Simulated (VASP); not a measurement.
Input of a VASP 6.6.1 run:

INCAR

```
  PREC = Accurate
  ENCUT = 520
  EDIFF = 1E-7
  ISMEAR = 0
  SIGMA = 0.02
  LREAL = False
  LASPH = True
  NELM = 100
  ALGO = Normal
  ISIF = 2
  LWAVE = False
  LCHARG = False
  GGA = PE
  NBANDS = 24
```

Contents of KPOINTS:

```
regular mesh
0
Gamma
  6 6 6
```

The input POSCAR:

```
KMgF3
1.0
    4.0538824298      0.0000000000      0.0000000000
    0.0000000000      4.0538824298      0.0000000000
    0.0000000000      0.0000000000      4.0538824298
K Mg F
1 1 3
Direct
    0.5000000000      0.5000000000      0.5000000000
    0.0000000000      0.0000000000      0.0000000000
    0.0000000000      0.5000000000      0.0000000000
    0.0000000000      0.0000000000      0.5000000000
    0.5000000000      0.0000000000      0.0000000000
```

Potentials or basis: VASP PAW PBE potentials, release 64 (K_sv, Mg, F).

Run with:

```console
$ cat potpaw_PBE.64/K_sv/POTCAR potpaw_PBE.64/Mg/POTCAR potpaw_PBE.64/F/POTCAR > POTCAR
$ mpirun -np 1 vasp_std > vasp.out
```

(1) Estimate the pressure.

(2) Estimate the band gap on the k mesh.

## Answers

(1) -0.4 GPa.

(2) 6.93 eV (least direct gap 7.25 eV).
